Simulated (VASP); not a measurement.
# Nb (Im-3m) in VASP: a series of runs

Nb is run at these levels: revPBE; tasks: single point.

Everything below comes from runs of VASP 6.6.1. Logs are shortened: lines on timing, memory, paths and dates and some standing lists are left out, and cuts for length are marked.

### Step 1. The cell of the first run

It takes space group Im-3m (No. 229, cubic). The conventional cell has a = 3.185 Å, b = 3.185 Å, c = 3.185 Å, α = 90.00°, β = 90.00°, γ = 90.00°. Within 3.6 Å of Nb (site symmetry m-3m) lie 14 Nb at 2.76 to 3.18 Å.

### Step 2. Single point, revPBE (volume scaled by 0.88)

The input, INCAR:

```
SYSTEM = Nb
ALGO = Normal ; EDIFF = 1E-7
ENCUT = 520 ; GGA = RE
ISIF = 2 ; ISMEAR = -1
LASPH = .True. ; LCHARG = .False.
LREAL = .False. ; LWAVE = .False.
NBANDS = 12 ; NELM = 60
PREC = Accurate ; SIGMA = 0.1
```

The input, KPOINTS:

```
k-points
0
Gamma
  22 22 22
  0 0 0
```

The input, POSCAR:

```
Nb
1.0
   -1.5922870301      1.5922870301      1.5922870301
    1.5922870301     -1.5922870301      1.5922870301
    1.5922870301      1.5922870301     -1.5922870301
Nb
1
Direct
    0.0000000000      0.0000000000      0.0000000000
```

Potentials or basis: VASP PAW PBE potentials, release 64 (Nb_sv).

Launch:

```
$ cat potpaw_PBE.64/Nb_sv/POTCAR > POTCAR
$ mpirun -np 1 vasp_std > vasp.out
```

OUTCAR:

```text
SYSTEM = Nb
   EDIFF = 1E-7
   ENCUT = 520
   GGA = RE
   ISIF = 2
   ISMEAR = -1
   LASPH = .True.
   LREAL = .False.
   NELM = 60
   PREC = Accurate

 ion  position               nearest neighbor table
   1  0.000  0.000  0.000-

  LATTYP: Found a body centered cubic cell.
 ALAT       =     3.1845740602

  Lattice vectors:

 A1 = (  -1.5922870301,   1.5922870301,   1.5922870301)
 A2 = (   1.5922870301,  -1.5922870301,   1.5922870301)
 A3 = (   1.5922870301,   1.5922870301,  -1.5922870301)

Analysis of symmetry for initial positions (statically):
=====================================================================
 Subroutine PRICEL returns:
 Original cell was already a primitive cell.

 Routine SETGRP: Setting up the symmetry group for a
 body centered cubic supercell.

 Subroutine GETGRP returns: Found 48 space group operations
 (whereof 48 operations were pure point group operations)
 out of a pool of 48 trial point group operations.

The static configuration has the point symmetry O_h .

Analysis of symmetry for dynamics (positions and initial velocities):
=====================================================================
 Subroutine PRICEL returns:
 Original cell was already a primitive cell.

 Routine SETGRP: Setting up the symmetry group for a
 body centered cubic supercell.

 Subroutine GETGRP returns: Found 48 space group operations
 (whereof 48 operations were pure point group operations)
 out of a pool of 48 trial point group operations.

The dynamic configuration has the point symmetry O_h .

 Subroutine INISYM returns: Found 48 space group operations
 (whereof 48 operations are pure point group operations),
 and found     1 'primitive' translations

----------------------------------------------------------------------------------------

                                     Primitive cell

  volume of cell :      16.1482

  direct lattice vectors                    reciprocal lattice vectors
    -1.592287030  1.592287030  1.592287030     0.000000000  0.314013737  0.314013737
     1.592287030 -1.592287030  1.592287030     0.314013737  0.000000000  0.314013737
     1.592287030  1.592287030 -1.592287030     0.314013737  0.314013737  0.000000000

  length of vectors
     2.757922036  2.757922036  2.757922036     0.444082485  0.444082485  0.444082485

  position of ions in fractional coordinates (direct lattice)
     0.000000000  0.000000000  0.000000000

  ion indices of the primitive-cell ions
   primitive index   ion index
                 1           1

----------------------------------------------------------------------------------------

 KPOINTS: k-points

Automatic generation of k-mesh.
 Grid dimensions read from file:
 generate k-points for:   22   22   22

 Generating k-lattice:

  Cartesian coordinates                     Fractional coordinates (reciprocal lattice)
     0.000000000  0.014273352  0.014273352     0.045454545  0.000000000  0.000000000
     0.014273352  0.000000000  0.014273352     0.000000000  0.045454545  0.000000000
     0.014273352  0.014273352  0.000000000     0.000000000  0.000000000  0.045454545

  Length of vectors
     0.020185568  0.020185568  0.020185568

  Shift w.r.t. Gamma in fractional coordinates (k-lattice)
     0.000000000  0.000000000  0.000000000

 Subroutine IBZKPT returns following result:
 ===========================================

 Found    328 irreducible k-points:

 Following reciprocal coordinates:
            Coordinates               Weight
  0.000000  0.000000  0.000000      1.000000
  0.045455  0.000000  0.000000     12.000000
  0.090909  0.000000  0.000000     12.000000
  0.136364  0.000000  0.000000     12.000000
  0.181818  0.000000  0.000000     12.000000
  0.227273  0.000000  0.000000     12.000000
[... 16 lines left out ...]
  0.090909  0.090909  0.000000     24.000000
  0.136364  0.090909  0.000000     48.000000
 [... further k-points ...]
   k-points           NKPTS =    328   k-points in BZ     NKDIM =    328   number of bands    NBANDS=     12
   number of dos      NEDOS =    301   number of ions     NIONS =      1
   total plane-waves  NPLWV =  13824
   dimension x,y,z NGX =    24 NGY =   24 NGZ =   24
   dimension x,y,z NGXF=    48 NGYF=   48 NGZF=   48
   ions per type =               1
   NGX,Y,Z   is equivalent  to a cutoff of  14.47, 14.47, 14.47 a.u.
   NGXF,Y,Z  is equivalent  to a cutoff of  28.93, 28.93, 28.93 a.u.
 SYSTEM =  Nb
   PREC   = accura    normal or accurate (medium, high low for compatibility)
   ISTART =      0    job   : 0-new  1-cont  2-samecut
   ICHARG =      2    charge: 1-file 2-atom 10-const
   ISPIN  =      1    spin polarized calculation?
   LNONCOLLINEAR =      F non collinear calculations
   LSORBIT =      F    spin-orbit coupling
   LASPH  =      T    aspherical Exc in radial PAW
   ENCUT  =  520.0 eV  38.22 Ry    6.18 a.u.   5.13  5.13  5.13*2*pi/ulx,y,z
   NELM   =     60;   NELMIN=  2; NELMDL= -5     # of ELM steps
   EDIFF  = 0.1E-06   stopping-criterion for ELM
   LREAL  =      F    real-space projection
   EDIFFG = 0.1E-05   stopping-criterion for IOM
   NSW    =      0    number of steps for IOM
   IBRION =     -1    ionic relax: 0-MD 1-quasi-New 2-CG
   NFREE  =      0    steps in history (QN), initial steepest desc. (CG)
   ISIF   =      2    stress and relaxation
   ISYM   =      2    0-nonsym 1-usesym 2-fastsym
   POTIM  = 0.5000    time-step for ionic-motion
   TEBEG  =    0.0;   TEEND  =   0.0 temperature during run
   PSTRESS=    0.0 pullay stress
   NELECT =      13.0000    total number of electrons
   NUPDOWN=      -1.0000    fix difference up-down
   EMIN   =  10.00;   EMAX   =-10.00  energy-range for DOS
   EFERMI =   0.00;   METHOD = LEGACY
   ISMEAR =    -1;   SIGMA  =   0.10  broadening in eV -4-tet -1-fermi 0-gaus
   EFERMI_NEDOS =   21; number of points for ismear=-14 and -15
   IALGO  =     38    algorithm
   IMIX   =      4    mixing-type and parameters
     AMIX     =   0.40;   BMIX     =  1.00
     AMIX_MAG =   1.60;   BMIX_MAG =  1.00
  volume/ion in A,a.u.               =      16.15       108.97
  Fermi-wavevector in a.u.,A,eV,Ry     =   1.522935  2.877929 31.556399  2.319330
  Thomas-Fermi vector in A             =   2.631446
   LORBIT       =      0    0 simple, 1 ext, 2 COOP (PROOUT), +10 PAW based schemes
   GGA     = RE    functional components
   LHFCALC =     F    Hartree Fock is set to
   AEXX    =    0.0000 exact exchange contribution
   IVDW    =     0    specifies the selected vdW correction
   LEPSILON=     F    determine dielectric tensor
   LRPA    =     F    only Hartree local field effects (RPA)
 non-spin polarized calculation
  energy-cutoff  :      520.00
  volume of cell :       16.15
 maximum number of plane-waves:       466
 NGX is ok and might be reduce to    24
   NGX = 11   NGY = 11   NGZ = 11

 number of electron      12.9999999 magnetization

 Free energy of the ion-electron system (eV)
  ---------------------------------------------------
  ext. energy  EPLUGINS =         0.00000000
  ---------------------------------------------------
  free energy    TOTEN  =        -9.66675224 eV

  energy without entropy =       -9.62327914  energy(sigma->0) =       -9.64501569

 E-fermi :  12.8566     XC(G=0): -13.0310

 val. band max:       12.8458777696   @ k =   0.2727   0.1364   0.0455
 cond. band min:      12.8573196808   @ k =   0.0455   0.0455   0.0455
 fundamental gap:      0.0114419112
 Fermi energy:        12.8566011955

 k-point     1 :       0.0000    0.0000    0.0000
  band No.  band energies     occupation
      1     -41.4434      2.00000
      2     -16.4610      2.00000
      3     -16.4610      2.00000
      4     -16.4610      2.00000
      5       6.7288      2.00000
      6      13.1520      0.09908
      7      13.1520      0.09908
      8      13.1520      0.09908
      9      16.4386      0.00000
     10      16.4386      0.00000
     11      27.3257      0.00000
     12      27.3257      0.00000

 k-point     2 :       0.0455    0.0000    0.0000
  band No.  band energies     occupation
      1     -41.4360      2.00000
      2     -16.5032      2.00000
      3     -16.4734      2.00000
      4     -16.4614      2.00000
      5       6.8272      2.00000
      6      13.0888      0.17865
      7      13.1381      0.11305
      8      13.2463      0.03979
      9      16.3324      0.00000
     10      16.4370      0.00000
     11      27.4131      0.00000
     12      27.4957      0.00000

 k-point     3 :       0.0909    0.0000    0.0000
  band No.  band energies     occupation
      1     -41.4144      2.00000
      2     -16.6252      2.00000
      3     -16.5096      2.00000
      4     -16.4628      2.00000
      5       7.1115      2.00000
      6      12.9101      0.73894
      7      13.0838      0.18697
      8      13.5268      0.00245
      9      16.0823      0.00000
     10      16.4365      0.00000
     11      27.6495      0.00000
     12      27.9881      0.00000
[... 286 lines left out ...]
 k-point    23 :       0.0909    0.0909    0.0000
  band No.  band energies     occupation
      1     -41.3605      2.00000
      2     -16.9174      2.00000
      3     -16.5653      2.00000
      4     -16.5021      2.00000
      5       7.7999      2.00000
      6      12.6060      1.84917
      7      12.7218      1.58755
      8      14.3351      0.00000
      9      15.6264      0.00000
     10      16.5762      0.00000
     11      28.1970      0.00000
     12      29.1322      0.00000

 k-point    24 :       0.1364    0.0909    0.0000
  band No.  band energies     occupation
      1     -41.3178      2.00000
      2     -17.1332      2.00000
      3     -16.6340      2.00000
      4     -16.5153      2.00000
      5       8.3129      2.00000
      6      12.3250      1.99023
      7      12.5064      1.94151
      8      15.0027      0.00000
      9      15.4830      0.00000
     10      16.7002      0.00000
     11      28.5440      0.00000
     12      29.6153      0.00000

 [... further k-points ...]
[... 5 lines left out ...]
  --------------------------------------------------------------------------------------
  -------------------------------------------------------------------------------------
  Total        2.6689188      2.6689188      2.6689188      0.0000000     -0.0000000     -0.0000000
  in kB      264.8023752    264.8023752    264.8023752      0.0000000     -0.0000000     -0.0000000
  external PRESSURE =     264.8023752 kB  Pullay stress =       0.0000000 kB

 VOLUME and BASIS-vectors are now :
 -----------------------------------------------------------------------------
  energy-cutoff  :      520.00
  volume of cell :       16.15
      direct lattice vectors                 reciprocal lattice vectors
    -1.592287030  1.592287030  1.592287030     0.000000000  0.314013737  0.314013737
     1.592287030 -1.592287030  1.592287030     0.314013737  0.000000000  0.314013737
     1.592287030  1.592287030 -1.592287030     0.314013737  0.314013737  0.000000000

 POSITION                                       TOTAL-FORCE (eV/Angst)
 -----------------------------------------------------------------------------------
      0.00000      0.00000      0.00000        -0.000000      0.000000     -0.000000
 -----------------------------------------------------------------------------------
    total drift:                                0.000000      0.000000     -0.000000

  FREE ENERGIE OF THE ION-ELECTRON SYSTEM (eV)
  ---------------------------------------------------
  free  energy   TOTEN  =        -9.6667522390 eV

  energy  without entropy=       -9.6232791350  energy(sigma->0) =       -9.64501569
```

Run time: 32 s. Hardware: 1 thread of Intel Xeon Platinum 8488C (Sapphire Rapids), shared host; peak memory 0.19 GiB.

What came out:

| Item | Value |
| --- | --- |
| Free energy | -9.6668 eV |
| Pressure | 26.5 GPa |

Caveat: the cell differs from its parent crystal (volume scaled by 0.88); the PAW data sets were made with another functional, which shifts forces and pressure a little.

### Step 3. Single point, revPBE (volume scaled by 0.92)

The input, INCAR:

```
SYSTEM = Nb
ALGO     = Normal         ! electronic algorithm
EDIFF    = 1E-7           ! SCF threshold, eV
ENCUT    = 520            ! plane-wave cutoff, eV
GGA      = RE             ! functional
ISIF     = 2              ! what is computed and relaxed
ISMEAR   = -1             ! smearing method
LASPH    = .True.         ! aspherical terms in the spheres
LCHARG   = .False.        ! write CHGCAR
LREAL    = .False.        ! projectors in reciprocal space
LWAVE    = .False.        ! write WAVECAR
NBANDS   = 12             ! bands
NELM     = 60             ! most SCF steps
PREC     = Accurate       ! precision mode
SIGMA    = 0.1            ! smearing width, eV
```

KPOINTS is that of step 2.

The input, POSCAR:

```
Nb
1.0
   -1.6160560124      1.6160560124      1.6160560124
    1.6160560124     -1.6160560124      1.6160560124
    1.6160560124      1.6160560124     -1.6160560124
Nb
1
Direct
    0.0000000000      0.0000000000      0.0000000000
```

Potentials or basis: VASP PAW PBE potentials, release 64 (Nb_sv).

Launch:

```
$ cat potpaw_PBE.64/Nb_sv/POTCAR > POTCAR
$ mpirun -np 1 vasp_std > vasp.out
```

OUTCAR:

```text
SYSTEM = Nb
   EDIFF = 1E-7
   ENCUT = 520
   GGA = RE
   ISIF = 2
   ISMEAR = -1
   LASPH = .True.
   LREAL = .False.
   NELM = 60
   PREC = Accurate

 ion  position               nearest neighbor table
   1  0.000  0.000  0.000-

  LATTYP: Found a body centered cubic cell.
 ALAT       =     3.2321120248

  Lattice vectors:

 A1 = (  -1.6160560124,   1.6160560124,   1.6160560124)
 A2 = (   1.6160560124,  -1.6160560124,   1.6160560124)
 A3 = (   1.6160560124,   1.6160560124,  -1.6160560124)

Analysis of symmetry for initial positions (statically):
[... 529 lines left out ...]
      5       7.6363      2.00000
      6      11.7306      1.97780
      7      11.8994      1.88552
      8      14.2500      0.00000
      9      14.7468      0.00000
     10      15.8811      0.00000
     11      27.6696      0.00000
     12      28.6238      0.00000

 [... further k-points ...]
[... 5 lines left out ...]
  --------------------------------------------------------------------------------------
  -------------------------------------------------------------------------------------
  Total        1.6809366      1.6809366      1.6809366     -0.0000000     -0.0000000      0.0000000
  in kB      159.5264495    159.5264495    159.5264495     -0.0000000     -0.0000000      0.0000000
  external PRESSURE =     159.5264495 kB  Pullay stress =       0.0000000 kB

 VOLUME and BASIS-vectors are now :
 -----------------------------------------------------------------------------
  energy-cutoff  :      520.00
  volume of cell :       16.88
      direct lattice vectors                 reciprocal lattice vectors
    -1.616056012  1.616056012  1.616056012     0.000000000  0.309395217  0.309395217
     1.616056012 -1.616056012  1.616056012     0.309395217  0.000000000  0.309395217
     1.616056012  1.616056012 -1.616056012     0.309395217  0.309395217  0.000000000

 POSITION                                       TOTAL-FORCE (eV/Angst)
 -----------------------------------------------------------------------------------
      0.00000      0.00000      0.00000         0.000000     -0.000000      0.000000
 -----------------------------------------------------------------------------------
    total drift:                                0.000000      0.000000      0.000000

  FREE ENERGIE OF THE ION-ELECTRON SYSTEM (eV)
  ---------------------------------------------------
  free  energy   TOTEN  =        -9.7638983656 eV

  energy  without entropy=       -9.7183231066  energy(sigma->0) =       -9.74111074
```

stdout:

```text
POSCAR found type information on POSCAR Nb
 POSCAR found :  1 types and       1 ions
 scaLAPACK will be used
 -----------------------------------------------------------------------------
|                                                                             |
|                                                                             |
|     You enforced a specific xc type in the INCAR file but a different       |
|     I HOPE YOU KNOW WHAT YOU ARE DOING!                                     |
|                                                                             |
 -----------------------------------------------------------------------------

 LDA part: xc-table for (Slater+PW92), standard interpolation
 POSCAR, INCAR and KPOINTS ok, starting setup
 FFT: planning ... GRIDC
 FFT: planning ... GRID_SOFT
 FFT: planning ... GRID
 WAVECAR not read
 entering main loop
```

It took 32 s on 1 thread of Intel Xeon Platinum 8488C (Sapphire Rapids), shared host; peak memory 0.19 GiB.

What came out:

| Item | Value |
| --- | --- |
| Free energy | -9.7639 eV |
| Pressure | 16.0 GPa |

Levels at points of the mesh, in eV from the Fermi level:
```tsv
k point	band 4	band 5	band 6	band 7	band 8	band 9
(0.00, 0.00, 0.00)	-29.47	-6.06	0.33	0.33	0.33	3.46
(0.50, 0.00, 0.00)	-29.49	-4.01	-1.87	2.61	3.54	4.27
(0.50, 0.50, 0.50)	-30.59	-4.13	-4.13	6.04	6.04	6.04
```

Caveat: the cell differs from its parent crystal (volume scaled by 0.92); the PAW data sets were made with another functional, which shifts forces and pressure a little.

### Step 4. Single point, revPBE (volume scaled by 0.96)

The input, INCAR:

```
SYSTEM = Nb
PREC = Accurate
ENCUT = 520
EDIFF = 1E-6
ISMEAR = -1
SIGMA = 0.1
LREAL = .False.
LASPH = .True.
NELM = 100
ALGO = Normal
ISIF = 2
LWAVE = .False.
LCHARG = .False.
GGA = RE
NBANDS = 12
```

The input, KPOINTS:

```
Automatic mesh
0
Gamma
  22 22 22
  0 0 0
```

The input, POSCAR:

```
Nb
1.0
   -1.6391456464      1.6391456464      1.6391456464
    1.6391456464     -1.6391456464      1.6391456464
    1.6391456464      1.6391456464     -1.6391456464
Nb
1
Direct
    0.0000000000      0.0000000000      0.0000000000
```

Launch:

```
$ cat potpaw_PBE.64/Nb_sv/POTCAR > POTCAR
$ mpirun -np 1 vasp_std > vasp.out
```

Run time: 28 s. Hardware: 1 thread of Intel Xeon Platinum 8488C (Sapphire Rapids), shared host; peak memory 0.19 GiB.

The run converged. Its results:

```
Free energy : -9.8170 eV
Pressure    : 7.2 GPa
```

Levels at points of the mesh, in eV from the Fermi level:
| k point | band 4 | band 5 | band 6 | band 7 | band 8 | band 9 |
| --- | --- | --- | --- | --- | --- | --- |
| (0.00, 0.00, 0.00) | -29.61 | -5.99 | 0.35 | 0.35 | 0.35 | 3.33 |
| (0.50, 0.00, 0.00) | -29.63 | -3.82 | -1.73 | 2.38 | 3.38 | 4.08 |
| (0.50, 0.50, 0.50) | -30.60 | -3.86 | -3.86 | 5.74 | 5.74 | 5.74 |

Caveat: the cell differs from its parent crystal (volume scaled by 0.96); the PAW data sets were made with another functional, which shifts forces and pressure a little.

### Step 5. Single point, revPBE

This run uses another cell than the first one, of 18.35 Å³/atom, 1.136 times its volume.

The input, INCAR:

```
SYSTEM = Nb
  ALGO = Normal
  EDIFF = 1E-7
  ENCUT = 520
  GGA = RE
  ISIF = 2
  ISMEAR = -1
  LASPH = .TRUE.
  LCHARG = .FALSE.
  LREAL = .FALSE.
  LWAVE = .FALSE.
  NBANDS = 12
  NELM = 80
  PREC = Accurate
  SIGMA = 0.1
```

The input, KPOINTS:

```
k-points
0
G
  22 22 22
  0 0 0
```

The input, POSCAR:

```
Nb
1.0
   -1.6616024869      1.6616024869      1.6616024869
    1.6616024869     -1.6616024869      1.6616024869
    1.6616024869      1.6616024869     -1.6616024869
Nb
1
Direct
    0.0000000000      0.0000000000      0.0000000000
```

Launch:

```
$ cat potpaw_PBE.64/Nb_sv/POTCAR > POTCAR
$ mpirun -np 1 vasp_std > vasp.out
```

It took 31 s on 1 thread of Intel Xeon Platinum 8488C (Sapphire Rapids), shared host; peak memory 0.19 GiB.

Results (log left out):

```
Free energy : -9.8334 eV
Pressure    : 0.0 GPa
```

Levels at points of the mesh, in eV from the Fermi level:
```csv
k point,band 4,band 5,band 6,band 7,band 8,band 9,band 10,band 11
"(0.00, 0.00, 0.00)",-29.76,-5.92,0.36,0.36,0.36,3.21,3.21,14.14
"(0.50, 0.00, 0.00)",-29.77,-3.66,-1.61,2.17,3.23,3.90,6.20,11.54
"(0.50, 0.50, 0.50)",-30.63,-3.62,-3.62,5.46,5.46,5.46,8.91,8.91
```

Caveat: the PAW data sets were made with another functional, which shifts forces and pressure a little.

### Step 6. Overview

| cell | gap on the mesh (eV) | pressure (GPa) |
| --- | --- | --- |
| a = 2.758 Å, angles 109.5°, 1 atom | none | 26.5 |
| a = 2.799 Å, angles 109.5°, 1 atom | none | 16.0 |
| a = 2.839 Å, angles 109.5°, 1 atom | none | 7.2 |
| a = 2.878 Å, angles 109.5°, 1 atom | none | 0.0 |

Alike in all rows: task single point; level revPBE; potentials or basis VASP PAW PBE potentials, release 64 (Nb_sv); no spin polarisation; k mesh 22 × 22 × 22; cutoff (eV) 520; smearing fermi-dirac 0.1 eV.

Caveats: the PAW data sets were made with another functional, which shifts forces and pressure a little.

Total energies depend on the potentials used, so only differences within one code and one set of settings carry meaning.
